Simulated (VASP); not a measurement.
A run of VASP 6.6.1:

File INCAR:

```
ALGO     = Normal         # electronic algorithm
EDIFF    = 1E-6           # SCF threshold, eV
EDIFFG   = -0.005         # ionic threshold
ENCUT    = 600            # plane-wave cutoff, eV
GGA      = PE             # functional
IBRION   = 2              # ionic algorithm
ISIF     = 3              # what is computed and relaxed
ISMEAR   = -1             # smearing method
LASPH    = True           # aspherical terms in the spheres
LCHARG   = False          # write CHGCAR
LREAL    = False          # projectors in reciprocal space
LWAVE    = False          # write WAVECAR
NELM     = 80             # most SCF steps
NSW      = 60             # ionic steps
PREC     = Accurate       # precision mode
PSTRESS  = 4500.0       
SIGMA    = 0.08           # smearing width, eV
```

File KPOINTS:

```
k-points
0
Gamma
  22 22 22
```

File POSCAR:

```
P
1.0
    0.0000000000      1.4455212191      1.4455212191
    1.4455212191      0.0000000000      1.4455212191
    1.4455212191      1.4455212191      0.0000000000
P
1
Direct
    0.0000000000      0.0000000000      0.0000000000
```

Potentials or basis: VASP PAW PBE potentials, release 64 (P).

Launch:

```console
$ cat potpaw_PBE.64/P/POTCAR > POTCAR
$ mpirun -np 1 vasp_std > vasp.out
```

Hardware: 1 thread of AMD EPYC 9R45 96-Core Processor (Zen 5) (shared host).

Problem. How long does it take, and how much memory?

Solution. Run time: 12 s on 1 thread of AMD EPYC 9R45 96-Core Processor (Zen 5), with other jobs on the host, peak memory 0.09 GiB. Counts: scf iterations 24, k points 328, ion steps 4.
